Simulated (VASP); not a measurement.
Set up this calculation in VASP 6.6.1, as the native input.

```yaml
Task: single point
Functional: PBEsol
Potentials_or_basis: VASP PAW PBE potentials, release 64 (Hg)
Cutoff: 520 eV
k_mesh: 10 × 10 × 10
Occupations: gaussian, width 0.1 eV
Spin: no spin polarisation
Dipole_correction: no
Further_INCAR_settings: ALGO = Normal; EDIFF = 1e-06; NBANDS = 12
```

The structure of Hg lies in POSCAR:

```
Hg
1.0
   -1.8767364354      1.8767364354      1.9168448550
    1.8767364354     -1.8767364354      1.9168448550
    1.8767364354      1.8767364354     -1.9168448550
Hg
1
Direct
    0.5000000000      0.5000000000      0.0000000000
```

One way to write it, as run:

INCAR

```
  ALGO = Normal
  EDIFF = 1E-6
  ENCUT = 520
  GGA = PS
  ISIF = 2
  ISMEAR = 0
  LASPH = T
  LCHARG = F
  LREAL = F
  LWAVE = F
  NBANDS = 12
  NELM = 100
  PREC = Accurate
  SIGMA = 0.1
```

KPOINTS

```
k-points
0
Gamma
  10 10 10
```

Potentials or basis: VASP PAW PBE potentials, release 64 (Hg).

Launch:

```bash
$ cat potpaw_PBE.64/Hg/POTCAR > POTCAR
$ mpirun -np 1 vasp_std > vasp.out
```

It gave:

| Property | Result |
| --- | --- |
| Pressure | -2.2 GPa |
| Band gap on the k mesh | zero (band 6 reaches 3.83 eV, above the bottom of band 7 at 0.63 eV) |

Caveat: the PAW data sets were made with another functional, which shifts forces and pressure a little; spin-orbit coupling is left out, which moves the levels of the heavy elements.

It took 19 s on 1 thread of AMD EPYC 7R13 Processor (Zen 3) (shared host), peak memory 0.13 GiB.
